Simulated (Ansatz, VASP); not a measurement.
**Two plane-wave programs on C**

```
CELL_PARAMETERS angstrom
2.46653 0.00000 0.00000
-1.23327 2.13608 0.00000
0.00000 0.00000 8.34259
ATOMIC_POSITIONS crystal
C 0.00000 0.00000 0.00250
C 0.00000 0.00000 0.50250
C 0.33333 0.66667 0.00250
C 0.66667 0.33333 0.50250
```

Change from the starting cell: strain -0.0200 x Voigt [0, 0, 1, 0, 0, 0], atoms carried along.

Alike in both runs: task single point; functional PBE; k mesh 24 × 24 × 6; occupations gaussian, width 0.15 eV; no spin polarisation.

|  | VASP | Ansatz |
| --- | --- | --- |
| version | VASP 6.6.1 | Ansatz 0.2.0 |
| potentials or method | VASP PAW PBE potentials, release 64 (C), cutoff 520 eV | scalar-relativistic, plane waves, PAW |
| valence electrons in the cell | 16 | 16 |

|  | VASP | Ansatz | Ansatz less VASP |
| --- | --- | --- | --- |
| gap on the k mesh at the Fermi level (eV) | none | none | - |
| pressure (GPa) | 0.4 | 0.0 | -0.36 |
| traceless stress, the component that is largest in VASP (GPa) | -0.34 | 0.09 | +0.424 |

A gap of «none» marks a metal or a gap that the smearing closes. With one functional, cell and mesh, what is left measures potentials, basis and numerics.
